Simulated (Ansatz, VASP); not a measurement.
# ZnS: VASP beside Ansatz

Contents of POSCAR:

```
ZnS
1.0
    0.0000000000      2.7020000000      2.7020000000
    2.7020000000      0.0000000000      2.7020000000
    2.7020000000      2.7020000000      0.0000000000
Zn S
1 1
Direct
    0.7500000000      0.7500000000      0.7500000000
    0.0000000000      0.0000000000      0.0000000000
```

File INCAR.step1:

```
  PREC = Accurate
  ENCUT = 520
  EDIFF = 1E-5
  ISMEAR = -1
  SIGMA = 0.05
  LREAL = F
  LASPH = T
  NELM = 100
  ALGO = Normal
  ISIF = 2
  LWAVE = T
  LCHARG = F
  GGA = PE
  NBANDS = 16
```

The input INCAR.step2:

```
  PREC = Accurate
  ENCUT = 520
  EDIFF = 1E-7
  ISMEAR = -1
  SIGMA = 0.05
  LREAL = F
  LASPH = T
  NELM = 100
  ALGO = Normal
  ISIF = 2
  LWAVE = F
  LCHARG = F
  GGA = PE
  LHFCALC = T
  AEXX = 0.25
  HFSCREEN = 0.2
  PRECFOCK = Normal
  ISTART = 1
  NBANDS = 16
```

KPOINTS

```
regular mesh
0
Gamma
  5 5 5
```

input.yaml

```yaml
crystal:
  lattice:
    - [0.0, 2.702, 2.702]
    - [2.702, 0.0, 2.702]
    - [2.702, 2.702, 0.0]
  atoms:
    - { symbol: Zn, position: [0.75, 0.75, 0.75] }
    - { symbol: S, position: [0.0, 0.0, 0.0] }
hamiltonian:
  xc: { exchange: pbe, correlation: pbe, exx: { coeff: 0.25, omega: 0.2 } }
  pseudopotentials: { kind: paw }
kpoints:
  mp_grid: { grid: [5, 5, 5] }
scf:
  occupations: { method: fermi_dirac, width: 0.05 }
output:
  forces: true
  stress: true
  eigenvalues: true
  write_density: true
  write_potential: true
  elf: true
  volumetric_format: npy
```

Alike in both runs: task single point; functional PBE-based screened hybrid with a share of 0.25 of exact exchange and HFSCREEN = 0.2; k mesh 5 × 5 × 5; occupations fermi-dirac, width 0.05 eV; no spin polarisation.

```csv
,VASP,Ansatz
version,VASP 6.6.1,Ansatz 0.2.0
potentials or method,"VASP PAW PBE potentials, release 64 (Zn, S)",Ansatz PAW
plane-wave cutoff (eV),520,420
valence electrons in the cell,18,18
```

|  | VASP | Ansatz | Ansatz less VASP |
| --- | --- | --- | --- |
| gap on the k mesh at the Fermi level (eV) | 3.35 | 3.36 | +0.011 |
| least direct gap on the mesh (eV) | 3.35 | 3.36 | +0.011 |
| pressure (GPa) | 1.0 | 1.0 | -0.02 |

VASP's potentials were made for PBE, not for PBE-based screened hybrid.

Noted on Ansatz's run: odd divisions of the mesh miss points on the zone boundary, where band edges often lie, so the gap on the mesh can be too wide.
